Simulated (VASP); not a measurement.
Set up this calculation in VASP 6.6.1, as the native input.

| Item | Value |
| --- | --- |
| Task | single point |
| Functional | PBE |
| Potentials or basis | VASP PAW PBE potentials, release 64 (Si) |
| Cutoff | 520 eV |
| k mesh | 8 × 8 × 8 |
| Occupations | gaussian, width 0.1 eV |
| Spin | no spin polarisation |
| Dipole correction | no |
| Further INCAR settings | ALGO = Normal; EDIFF = 1e-07; NBANDS = 26 |

The structure of Si lies in POSCAR:

```
Si
1.0
    5.8236073801      0.0000000000      0.0000000000
    0.0000000000      5.7664521091      0.0000000000
    0.0000000000      0.0000000000      5.5449549960
Si
8
Direct
    0.4500994535      0.0000000000      0.7039035467
    0.0499005465      0.0000000000      0.7039035467
    0.5499005465      0.0000000000      0.2960964533
    0.9500994535      0.0000000000      0.2960964533
    0.0000000000      0.2929408899      0.0000000000
    0.5000000000      0.7070591101      0.0000000000
    0.0000000000      0.7070591101      0.0000000000
    0.5000000000      0.2929408899      0.0000000000
```

The cell was built from a structure type or drawn by symmetry, and may not be a known phase.

These files were run (other wordings do the same):

INCAR

```
PREC     = Accurate       # precision mode
ENCUT    = 520            # plane-wave cutoff, eV
EDIFF    = 1E-7           # SCF threshold, eV
ISMEAR   = 0              # smearing method
SIGMA    = 0.1            # smearing width, eV
LREAL    = False          # projectors in reciprocal space
LASPH    = True           # aspherical terms in the spheres
NELM     = 100            # most SCF steps
ALGO     = Normal         # electronic algorithm
ISIF     = 2              # what is computed and relaxed
LWAVE    = False          # write WAVECAR
LCHARG   = False          # write CHGCAR
GGA      = PE             # functional
NBANDS   = 26             # bands
```

KPOINTS

```
regular mesh
0
Gamma
  8 8 8
```

Potentials or basis: VASP PAW PBE potentials, release 64 (Si).

Command:

```sh
$ cat potpaw_PBE.64/Si/POTCAR > POTCAR
$ mpirun -np 1 vasp_std > vasp.out
```

It gave:

| Quantity | Value |
| --- | --- |
| Pressure | -0.1 GPa |
| Largest force | 0.005 eV/Å |
| Band gap on the k mesh | zero (bands 16 and 17 overlap by 1.32 eV) |

Run time: 14 min on 1 thread of Intel Xeon 8259CL, with other jobs on the host, peak memory 0.56 GiB.
